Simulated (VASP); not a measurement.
SrO, 2 atoms in the cell. It takes space group Fm-3m (No. 225, cubic). The conventional cell has a = 5.149 Å, b = 5.149 Å, c = 5.149 Å, α = 90.00°, β = 90.00°, γ = 90.00°. Sr (site symmetry m-3m) has 6 O at 2.57 Å within 3.4 Å. Within 3.4 Å of O (site symmetry m-3m) lie 6 Sr at 2.57 Å. 

```yaml
Program: VASP 6.6.1
Task: single point
Functional: PBE
Dispersion: D3(BJ)
Potentials_or_basis: VASP PAW PBE potentials, release 64 (Sr_sv, O)
Cutoff: 520 eV
k_mesh: 9 × 9 × 9
Occupations: fermi-dirac, width 0.05 eV
Spin: no spin polarisation
Dipole_correction: no
Further_INCAR_settings: ALGO = Normal; EDIFF = 1e-06; NBANDS = 15
```

Potentials or basis: VASP PAW PBE potentials, release 64 (Sr_sv, O).

Launch:

```console
$ cat potpaw_PBE.64/Sr_sv/POTCAR potpaw_PBE.64/O/POTCAR > POTCAR
$ mpirun -np 1 vasp_std > vasp.out
```

Hardware: 1 thread of Intel(R) Xeon(R) Platinum 8259CL CPU @ 2.50GHz (Skylake/Cascade Lake), on a shared host.

**Question.** How long does it take, and how much memory?

**Answer.** It took 19 s on 1 thread of Intel(R) Xeon(R) Platinum 8259CL CPU @ 2.50GHz (Skylake/Cascade Lake) (shared host), peak memory 0.17 GiB. Counts: scf iterations 13, k points 35.
